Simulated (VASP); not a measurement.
# Ag (P6_3/mmc) in VASP: notebook

The runs below take Ag through single point, with PBEsol.

Program: VASP 6.6.1. These are calculated values, not measurements. Logs are shortened: lines on timing, memory, paths and dates and some standing lists are left out, and cuts for length are marked.

## 1. The cell of the first run

It takes space group P6_3/mmc (No. 194, hexagonal). The conventional cell has a = 2.930 Å, b = 2.930 Å, c = 5.418 Å, α = 90.00°, β = 90.00°, γ = 120.00°. Ag (site symmetry -6m2) has 12 Ag at 2.93 to 3.19 Å within 3.9 Å.

## 2. Single point, PBEsol (strain +0.1312 x Voigt [0, 0, 1, 0, 0, 0])

INCAR

```
PREC = Accurate
ENCUT = 520
EDIFF = 1E-6
ISMEAR = 0
SIGMA = 0.15
LREAL = F
LASPH = T
NELM = 80
ALGO = Fast
ISIF = 2
LWAVE = F
LCHARG = F
GGA = PS
NBANDS = 18
```

KPOINTS

```
Automatic mesh
0
Gamma
  18 18 10
```

POSCAR

```
Ag
1.0
    2.9299980804      0.0000000000      0.0000000000
   -1.4649990402      2.5374527707      0.0000000000
    0.0000000000      0.0000000000      5.4184480000
Ag
2
Direct
    0.3333333333      0.6666666667      0.2500000000
    0.6666666667      0.3333333333      0.7500000000
```

Potentials or basis: VASP PAW PBE potentials, release 64 (Ag).

Launch:

```sh
$ cat potpaw_PBE.64/Ag/POTCAR > POTCAR
$ mpirun -np 1 vasp_std > vasp.out
```

OUTCAR:

```text
PREC = Accurate
   ENCUT = 520
   EDIFF = 1E-6
   ISMEAR = 0
   LREAL = F
   LASPH = T
   NELM = 80
   ISIF = 2
   GGA = PS

 ion  position               nearest neighbor table
   1  0.333  0.667  0.250-   2 3.19   2 3.19   2 3.19   2 3.19   2 3.19   2 3.19
   2  0.667  0.333  0.750-   1 3.19   1 3.19   1 3.19   1 3.19   1 3.19   1 3.19

  LATTYP: Found a hexagonal cell.
 ALAT       =     2.9299980804
 C/A-ratio  =     1.8493008703

  Lattice vectors:

 A1 = (   2.9299980804,   0.0000000000,   0.0000000000)
 A2 = (  -1.4649990402,   2.5374527707,   0.0000000000)
 A3 = (   0.0000000000,   0.0000000000,   5.4184480000)

Analysis of symmetry for initial positions (statically):
=====================================================================
 Subroutine PRICEL returns:
 Original cell was already a primitive cell.

 Routine SETGRP: Setting up the symmetry group for a
 hexagonal supercell.

 Subroutine GETGRP returns: Found 24 space group operations
 (whereof 12 operations were pure point group operations)
 out of a pool of 24 trial point group operations.

The static configuration has the point symmetry D_3d.
 The point group associated with its full space group is D_6h.

Analysis of symmetry for dynamics (positions and initial velocities):
=====================================================================
 Subroutine PRICEL returns:
 Original cell was already a primitive cell.

 Routine SETGRP: Setting up the symmetry group for a
 hexagonal supercell.

 Subroutine GETGRP returns: Found 24 space group operations
 (whereof 12 operations were pure point group operations)
 out of a pool of 24 trial point group operations.

The dynamic configuration has the point symmetry D_3d.
 The point group associated with its full space group is D_6h.

 Subroutine INISYM returns: Found 24 space group operations
 (whereof 12 operations are pure point group operations),
 and found     1 'primitive' translations

----------------------------------------------------------------------------------------

                                     Primitive cell

  volume of cell :      40.2847

  direct lattice vectors                    reciprocal lattice vectors
     2.929998080  0.000000000  0.000000000     0.341297152  0.197048003  0.000000000
    -1.464999040  2.537452771  0.000000000     0.000000000  0.394096005  0.000000000
     0.000000000  0.000000000  5.418448000     0.000000000  0.000000000  0.184554692

  length of vectors
     2.929998080  2.929998080  5.418448000     0.394096005  0.394096005  0.184554692

  position of ions in fractional coordinates (direct lattice)
     0.333333333  0.666666667  0.250000000
     0.666666667  0.333333333  0.750000000

  ion indices of the primitive-cell ions
   primitive index   ion index
                 1           1
                 2           2

----------------------------------------------------------------------------------------

 KPOINTS: Automatic mesh

Automatic generation of k-mesh.
 Grid dimensions read from file:
 generate k-points for:   18   18   10

 Generating k-lattice:

  Cartesian coordinates                     Fractional coordinates (reciprocal lattice)
     0.018960953  0.010947111  0.000000000     0.055555556  0.000000000  0.000000000
     0.000000000  0.021894223  0.000000000     0.000000000  0.055555556  0.000000000
     0.000000000  0.000000000  0.018455469     0.000000000  0.000000000  0.100000000

  Length of vectors
     0.021894223  0.021894223  0.018455469

  Shift w.r.t. Gamma in fractional coordinates (k-lattice)
     0.000000000  0.000000000  0.000000000

 Subroutine IBZKPT returns following result:
 ===========================================

 Found    222 irreducible k-points:

 Following reciprocal coordinates:
            Coordinates               Weight
  0.000000  0.000000  0.000000      1.000000
  0.055556  0.000000  0.000000      6.000000
  0.111111  0.000000  0.000000      6.000000
  0.166667  0.000000  0.000000      6.000000
  0.222222  0.000000  0.000000      6.000000
  0.277778  0.000000  0.000000      6.000000
[... 16 lines left out ...]
  0.333333  0.111111  0.000000     12.000000
  0.388889  0.111111  0.000000     12.000000
 [... further k-points ...]
   k-points           NKPTS =    222   k-points in BZ     NKDIM =    222   number of bands    NBANDS=     18
   number of dos      NEDOS =    301   number of ions     NIONS =      2
   total plane-waves  NPLWV =  23040
   dimension x,y,z NGX =    24 NGY =   24 NGZ =   40
   dimension x,y,z NGXF=    48 NGYF=   48 NGZF=   80
   ions per type =               2
   NGX,Y,Z   is equivalent  to a cutoff of  13.62, 13.62, 12.27 a.u.
   NGXF,Y,Z  is equivalent  to a cutoff of  27.23, 27.23, 24.55 a.u.
 SYSTEM =  unknown system
   PREC   = accura    normal or accurate (medium, high low for compatibility)
   ISTART =      0    job   : 0-new  1-cont  2-samecut
   ICHARG =      2    charge: 1-file 2-atom 10-const
   ISPIN  =      1    spin polarized calculation?
   LNONCOLLINEAR =      F non collinear calculations
   LSORBIT =      F    spin-orbit coupling
   LASPH  =      T    aspherical Exc in radial PAW
   ENCUT  =  520.0 eV  38.22 Ry    6.18 a.u.   5.45  5.45 10.07*2*pi/ulx,y,z
   NELM   =     80;   NELMIN=  2; NELMDL= -5     # of ELM steps
   EDIFF  = 0.1E-05   stopping-criterion for ELM
   LREAL  =      F    real-space projection
   EDIFFG = 0.1E-04   stopping-criterion for IOM
   NSW    =      0    number of steps for IOM
   IBRION =     -1    ionic relax: 0-MD 1-quasi-New 2-CG
   NFREE  =      0    steps in history (QN), initial steepest desc. (CG)
   ISIF   =      2    stress and relaxation
   ISYM   =      2    0-nonsym 1-usesym 2-fastsym
   POTIM  = 0.5000    time-step for ionic-motion
   TEBEG  =    0.0;   TEEND  =   0.0 temperature during run
   PSTRESS=    0.0 pullay stress
   NELECT =      22.0000    total number of electrons
   NUPDOWN=      -1.0000    fix difference up-down
   EMIN   =  10.00;   EMAX   =-10.00  energy-range for DOS
   EFERMI =   0.00;   METHOD = LEGACY
   ISMEAR =     0;   SIGMA  =   0.15  broadening in eV -4-tet -1-fermi 0-gaus
   EFERMI_NEDOS =   21; number of points for ismear=-14 and -15
   IALGO  =     68    algorithm
   IMIX   =      4    mixing-type and parameters
     AMIX     =   0.40;   BMIX     =  1.00
     AMIX_MAG =   1.60;   BMIX_MAG =  1.00
  volume/ion in A,a.u.               =      20.14       135.93
  Fermi-wavevector in a.u.,A,eV,Ry     =   1.338142  2.528722 24.362932  1.790625
  Thomas-Fermi vector in A             =   2.466636
   LORBIT       =      0    0 simple, 1 ext, 2 COOP (PROOUT), +10 PAW based schemes
   GGA     = PS    functional components
   LHFCALC =     F    Hartree Fock is set to
   AEXX    =    0.0000 exact exchange contribution
   IVDW    =     0    specifies the selected vdW correction
   LEPSILON=     F    determine dielectric tensor
   LRPA    =     F    only Hartree local field effects (RPA)
 non-spin polarized calculation
 RMM-DIIS sequential band-by-band and
 Gauss-broadening in eV      SIGMA  =   0.15
  energy-cutoff  :      520.00
  volume of cell :       40.28
 maximum number of plane-waves:      1124
 NGX is ok and might be reduce to    24
   NGX = 11   NGY = 11   NGZ = 21

 number of electron      22.0000002 magnetization

 Free energy of the ion-electron system (eV)
  ---------------------------------------------------
  ext. energy  EPLUGINS =         0.00000000
  ---------------------------------------------------
  free energy    TOTEN  =        -6.21590928 eV

  energy without entropy =       -6.20841382  energy(sigma->0) =       -6.21216155

 E-fermi :   6.1377     XC(G=0): -11.4331

 val. band max:        6.1349270044   @ k =   0.3889   0.1111   0.0000
 cond. band min:       6.1393688599   @ k =   0.3333   0.1667   0.2000
 fundamental gap:      0.0044418555
 Fermi energy:         6.1377365796

 k-point     1 :       0.0000    0.0000    0.0000
  band No.  band energies     occupation
      1      -0.5743      2.00000
      2       0.4777      2.00000
      3       1.5067      2.00000
      4       1.8983      2.00000
      5       1.8983      2.00000
      6       2.0014      2.00000
[... 10 lines left out ...]
     17      24.4253      0.00000
     18      24.4253      0.00000

 k-point     2 :       0.0556    0.0000    0.0000
  band No.  band energies     occupation
      1      -0.4892      2.00000
      2       0.5331      2.00000
      3       1.5230      2.00000
      4       1.8806      2.00000
      5       1.9398      2.00000
      6       1.9808      2.00000
[... 10 lines left out ...]
     17      23.7244      0.00000
     18      24.3389      0.00000

 k-point     3 :       0.1111    0.0000    0.0000
  band No.  band energies     occupation
      1      -0.2413      2.00000
      2       0.6852      2.00000
      3       1.5568      2.00000
      4       1.8436      2.00000
      5       1.9407      2.00000
      6       2.0613      2.00000
[... 10 lines left out ...]
     17      22.5615      0.00000
     18      24.6256      0.00000

 k-point     4 :       0.1667    0.0000    0.0000
  band No.  band energies     occupation
      1       0.1388      2.00000
      2       0.8775      2.00000
      3       1.5794      2.00000
      4       1.7924      2.00000
      5       1.9913      2.00000
      6       2.1898      2.00000
[... 375 lines left out ...]
      4       1.9699      2.00000
      5       2.0210      2.00000
      6       2.0781      2.00000
[... 10 lines left out ...]
     17      18.2630      0.00000
     18      21.1937      0.00000

 k-point    23 :       0.3333    0.1111    0.0000
  band No.  band energies     occupation
      1       0.8476      2.00000
      2       1.0440      2.00000
      3       1.1850      2.00000
      4       1.9655      2.00000
      5       2.1164      2.00000
      6       2.2364      2.00000
[... 10 lines left out ...]
     17      16.8859      0.00000
     18      20.8234      0.00000

 k-point    24 :       0.3889    0.1111    0.0000
  band No.  band energies     occupation
      1       0.7736      2.00000
      2       0.9899      2.00000
      3       1.0953      2.00000
      4       1.9379      2.00000
      5       2.1599      2.00000
      6       2.2126      2.00000
[... 10 lines left out ...]
     17      15.7091      0.00000
     18      20.5987      0.00000

 [... further k-points ...]
[... 5 lines left out ...]
  --------------------------------------------------------------------------------------
  -------------------------------------------------------------------------------------
  Total       -2.5702460     -2.5702460     -3.7564244      0.0000000     -0.0000000      0.0000000
  in kB     -102.2221626   -102.2221626   -149.3980818      0.0000000     -0.0000000      0.0000000
  external PRESSURE =    -117.9474690 kB  Pullay stress =       0.0000000 kB

 VOLUME and BASIS-vectors are now :
 -----------------------------------------------------------------------------
  energy-cutoff  :      520.00
  volume of cell :       40.28
      direct lattice vectors                 reciprocal lattice vectors
     2.929998080  0.000000000  0.000000000     0.341297152  0.197048003  0.000000000
    -1.464999040  2.537452771  0.000000000     0.000000000  0.394096005  0.000000000
     0.000000000  0.000000000  5.418448000     0.000000000  0.000000000  0.184554692

 POSITION                                       TOTAL-FORCE (eV/Angst)
 -----------------------------------------------------------------------------------
     -0.00000      1.69164      1.35461         0.000000      0.000000      0.000000
      1.46500      0.84582      4.06384        -0.000000     -0.000000      0.000000
 -----------------------------------------------------------------------------------
    total drift:                               -0.000000      0.000000     -0.000000

  FREE ENERGIE OF THE ION-ELECTRON SYSTEM (eV)
  ---------------------------------------------------
  free  energy   TOTEN  =        -6.2159092752 eV

  energy  without entropy=       -6.2084138226  energy(sigma->0) =       -6.21216155
```

Wall time 58 s (1 thread of AMD EPYC 9R45 (Zen 5), shared host); peak memory 0.23 GiB.

Results:

```yaml
Free_energy: -6.2159 eV
Pressure: -11.8 GPa
Band_gap_on_the_k_mesh: zero (band 11 reaches 10.37 eV, above the bottom of band 12 at 2.97 eV)
```

Caveat: the cell differs from its parent crystal (strain +0.1312 x Voigt [0, 0, 1, 0, 0, 0]); the PAW data sets were made with another functional, which shifts forces and pressure a little.

(Part 1 of 2 ends here.)
